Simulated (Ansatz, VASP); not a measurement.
**KCl: VASP beside Ansatz**

```
K Cl
1.0
    -0.02876    3.50728    3.50728
     3.50728   -0.02876    3.50728
     3.47852    3.47852    0.00000
K Cl
1 1
Direct
  0.99814 0.99814 0.00186
  0.25186 0.25186 0.24814
```

Change from the starting cell: shear_xy strain -1.6%.

Alike in both runs: task single point; functional PBE; k mesh 6 × 6 × 6; occupations fermi-dirac, width 0.02 eV; no spin polarisation.

```csv
,VASP,Ansatz
version,VASP 6.6.1,Ansatz 0.2.0
potentials or method,"VASP PAW PBE potentials, release 64 (K_sv, Cl)","plane waves, PAW"
plane-wave cutoff (eV),520,420
valence electrons in the cell,16,16
```

```tsv
	VASP	Ansatz	Ansatz less VASP
gap on the k mesh at the Fermi level (eV)	4.76	4.76	+0.001
pressure (GPa)	0.3	0.3	-0.01
```

The functional is the same, so the differences come from potentials, cutoffs and numerics.
